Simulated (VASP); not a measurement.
Crystal: MnAl2.

```
Mn Al
1.0
     0.00000    2.92691    2.92691
     2.92691    0.00000    2.92691
     2.92691    2.92691    0.00000
Mn Al
1 2
Direct
  0.00000 0.00000 0.00000
  0.25000 0.25000 0.25000
  0.75000 0.75000 0.75000
```

| Property | Result |
| --- | --- |
| Program | VASP 6.6.1 |
| Task | relaxation of cell and atoms |
| Functional | PBE |
| Potentials or basis | VASP PAW PBE potentials, release 64 (Mn_pv, Al) |
| Cutoff | 500 eV |
| k mesh | 5 × 5 × 5 |
| Occupations | gaussian, width 0.0215 eV |
| Spin | no spin polarisation |
| Hubbard terms | Mn d U = 4.0 eV |

At the start: pressure -2.6 GPa; volume 16.72 Å³/atom.

**Question.** How do energy, volume and symmetry change on relaxing?

**Answer.** Over 3 steps the energy falls by 3.8 meV/atom and the volume is 16.26 Å³/atom (-2.7 %); space group Fm-3m (No. 225, to 0.1 Å) before and after.

Step by step:
```csv
step,energy change (eV),largest force (eV/Å),pressure (GPa),volume (Å³)
1,0.0000,0.0000,-2.60,50.15
2,-0.0094,0.0000,1.22,48.20
3,-0.0115,0.0000,0.00,48.77
```

Final structure:
```
Mn Al
1.0
     0.00000    2.89985    2.89985
     2.89985    0.00000    2.89985
     2.89985    2.89985    0.00000
Mn Al
1 2
Cartesian
  0.0000 0.0000 0.0000
  1.4499 1.4499 1.4499
  4.3498 4.3498 4.3498
```

Caveat: the k points lie up to 0.38 Å⁻¹ apart in the final cell, too coarse for converged energies and pressures of a metal; the run has no spin polarisation, though such a crystal can be magnetic; U without spin polarisation on a metal has little footing; the U is typed as a test and isn't derived for this compound.
